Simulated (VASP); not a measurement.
**BaS: single point with r2SCAN**

BaS:

```
Ba S
1.0
     0.04015    3.21180    3.21180
     3.21180    0.04015    3.21180
     3.25194    3.25194    0.00000
Ba S
1 1
Cartesian
  0.0000 0.0000 0.0000
  3.2519 3.2519 3.2118
```

This cell differs from its parent crystal: shear xy strain +2.5%.

```yaml
Program: VASP 6.6.1
Task: single point
Functional: r2SCAN
Potentials_or_basis: VASP PAW PBE potentials, release 64 (Ba_sv, S)
Cutoff: 520 eV
k_mesh: 8 × 8 × 8
Occupations: gaussian, width 0.01 eV
Spin: no spin polarisation
Dipole_correction: no
Further_INCAR_settings: ALGO = Normal; EDIFF = 1e-06; NBANDS = 15
```

```json
{"Pressure": "0.6 GPa", "Band gap on the k mesh": "2.46 eV, indirect (least direct gap 2.60 eV)"}
```

Stress tensor (GPa, compression positive):
```
 0.59 -0.48  0.00
-0.48  0.59  0.00
 0.00  0.00  0.57
```

Levels at points of the mesh, in eV from the valence-band top:
| k point | band 6 | band 7 | band 8 | band 9 | band 10 | band 11 |
| --- | --- | --- | --- | --- | --- | --- |
| (0.00, 0.00, 0.00) | -0.06 | -0.03 | 0.00 | 4.06 | 4.17 | 4.30 |
| (0.50, 0.00, 0.00) | -1.91 | -1.15 | -1.08 | 5.95 | 6.05 | 6.72 |
| (0.50, 0.50, 0.00) | -0.58 | -0.21 | -0.14 | 2.46 | 6.45 | 6.59 |
| (0.00, 0.00, 0.50) | -1.92 | -1.09 | -1.01 | 5.89 | 6.06 | 6.65 |
| (0.50, 0.00, 0.50) | -0.58 | -0.18 | -0.18 | 2.46 | 6.44 | 6.57 |

Wall time 4.8 min on 1 thread of Intel Xeon 6975P-C, on a shared host, peak memory 0.28 GiB.

Caveat: the cell differs from its parent crystal (shear xy strain +2.5%); the PAW data sets were made with another functional, which shifts forces and pressure a little; spin-orbit coupling is left out, which moves the levels of the heavy elements. A k mesh can miss the band edges.
